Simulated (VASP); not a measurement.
## Nb3C: single point with PBE

Nb3C:

```
Nb C
1.0
     3.88429    0.00000    0.00000
     0.00000    3.88429    0.00000
     0.00000    0.00000    3.88429
Nb C
3 1
Cartesian
  1.9421 1.9421 0.0000
  1.9421 0.0000 1.9421
  0.0000 1.9421 1.9421
  0.0000 0.0000 0.0000
```

```json
{
  "Program": "VASP 6.6.1",
  "Task": "single point",
  "Functional": "PBE",
  "Potentials or basis": "VASP PAW PBE potentials, release 64 (Nb_sv, C)",
  "Cutoff": "520 eV",
  "k mesh": "4 × 4 × 4",
  "Occupations": "gaussian, width 0.1 eV",
  "Spin": "no spin polarisation",
  "Dipole correction": "no",
  "Further INCAR settings": "ALGO = Normal; EDIFF = 1e-06; NBANDS = 30"
}
```

```json
{
 "Pressure": "-0.1 GPa"
}
```

Levels at points of the mesh, in eV from the Fermi level:
```
           k point  band 19  band 20  band 21  band 22  band 23  band 24  band 25  band 26
(0.00, 0.00, 0.00)    -3.34    -1.39    -1.39    -1.39     1.05     1.99     1.99     1.99
(0.50, 0.00, 0.00)    -1.10    -0.01    -0.01     0.00     0.60     1.04     1.29     1.29
(0.50, 0.50, 0.00)    -1.59    -1.45     0.05     0.05     1.25     1.25     1.44     1.91
(0.50, 0.50, 0.50)    -2.43    -0.46    -0.46    -0.46     0.79     1.67     1.67     1.67
```

Run time: 16 s on 1 thread of Intel Xeon 6975P-C, with other jobs on the host, peak memory 0.17 GiB.

Caveat: the k points lie up to 0.40 Å⁻¹ apart.
